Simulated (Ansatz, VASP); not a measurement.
**Sn2GeN2: VASP beside Ansatz**

INCAR

```
SYSTEM = Sn2GeN2
  PREC = Accurate
  ENCUT = 600
  EDIFF = 1E-6
  ISMEAR = 0
  SIGMA = 0.1
  LREAL = .False.
  LASPH = .True.
  NELM = 60
  ALGO = Normal
  ISIF = 3
  LWAVE = .False.
  LCHARG = .False.
  GGA = PE
  IBRION = 2
  NSW = 100
  EDIFFG = -0.01
```

Contents of KPOINTS:

```
Automatic mesh
0
Gamma
  12 12 4
  0 0 0
```

Contents of POSCAR:

```
Sn2GeN2
1.0
    3.1369605574      0.0000000000      0.0000000000
   -1.5684802787      2.7166875333      0.0000000000
    0.0000000000      0.0000000000      9.8873462949
Sn Ge N
2 1 2
Direct
    0.3333333333      0.6666666667      0.3157386316
    0.6666666667      0.3333333333      0.6842613684
    0.0000000000      0.0000000000      0.0000000000
    0.3333333333      0.6666666667      0.1020432418
    0.6666666667      0.3333333333      0.8979567582
```

Input for Ansatz:

```yaml
crystal:
  lattice:
    - [3.1369605574, 0.0, 0.0]
    - [-1.5684802787, 2.7166875333, 0.0]
    - [0.0, 0.0, 9.8873462949]
  atoms:
    - { symbol: Sn, position: [0.3333333333, 0.6666666667, 0.3157386316] }
    - { symbol: Sn, position: [0.6666666667, 0.3333333333, 0.6842613684] }
    - { symbol: Ge, position: [0.0, 0.0, 0.0] }
    - { symbol: "N", position: [0.3333333333, 0.6666666667, 0.1020432418] }
    - { symbol: "N", position: [0.6666666667, 0.3333333333, 0.8979567582] }
basis:
  ecutwfc: 420
kpoints:
  mp_grid: { grid: [12, 12, 4] }
hamiltonian:
  xc: pbe
scf:
  occupations: { method: gaussian, width: 0.1 }
output:
  forces: true
  stress: true
  eigenvalues: true
relax:
  adjacent_minimum: "off"
  f_tol: 0.01
  max_steps: 80
  cell: { stress_tol: 0.05 }
```

Change from the starting cell: species swapped into the NiH2O2 type (P-3m1, No. 164).

Alike in both runs: task relaxation of cell and atoms; functional PBE; k mesh 12 × 12 × 4; occupations gaussian, width 0.1 eV; no spin polarisation.

|  | VASP | Ansatz |
| --- | --- | --- |
| version | VASP 6.6.1 | Ansatz 0.2.0 |
| potentials or method | VASP PAW PBE potentials, release 64 (Sn_d, Ge_d, N), cutoff 600 eV | scalar-relativistic, plane waves, PAW |
| valence electrons in the cell | 52 | 52 |

|  | VASP | Ansatz | Ansatz less VASP |
| --- | --- | --- | --- |
| gap on the k mesh at the Fermi level, each at its own relaxed structure (eV) | none | none | - |
| relaxed volume (Å³/atom) | 16.91 | 16.90 | -0.013 |
| relaxed length of the cell vector where the two differ most in proportion (Å) | 3.148 | 3.147 | -0.0008 |

A gap of «none» marks a metal or a gap that the smearing closes.
